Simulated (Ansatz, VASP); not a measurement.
# Au: VASP beside Ansatz

```
Au
1.0
     2.93949    0.00000    0.00000
    -1.46974    2.54567    0.00000
     0.00000    0.00000    5.00002
Au
2
Direct
  0.33333 0.66667 0.25000
  0.66667 0.33333 0.75000
```

Alike in both runs: task single point; functional BLYP; k mesh 14 × 14 × 7; occupations fermi-dirac, width 0.1 eV; no spin polarisation.

|  | VASP | Ansatz |
| --- | --- | --- |
| version | VASP 6.6.1 | Ansatz 0.2.0 |
| potentials or method | VASP PAW PBE potentials, release 64 (Au), cutoff 520 eV | plane waves (420 eV) with PAW, scalar-relativistic |
| valence electrons in the cell | 22 | 38 |

VASP gave:

```
pressure (GPa)                                                : 5.5
traceless stress, the component that is largest in VASP (GPa) : -0.61
```

Question: Which values does Ansatz return?

Answer: Pressure (GPa): 5.0; traceless stress, the component that is largest in VASP (GPa): -0.51.

VASP's potentials were made for PBE, not for BLYP. VASP's potentials hold 22 valence electrons a cell and Ansatz's 38, so a difference there can come from the potentials and not from the codes.

Spin-orbit coupling is off throughout.
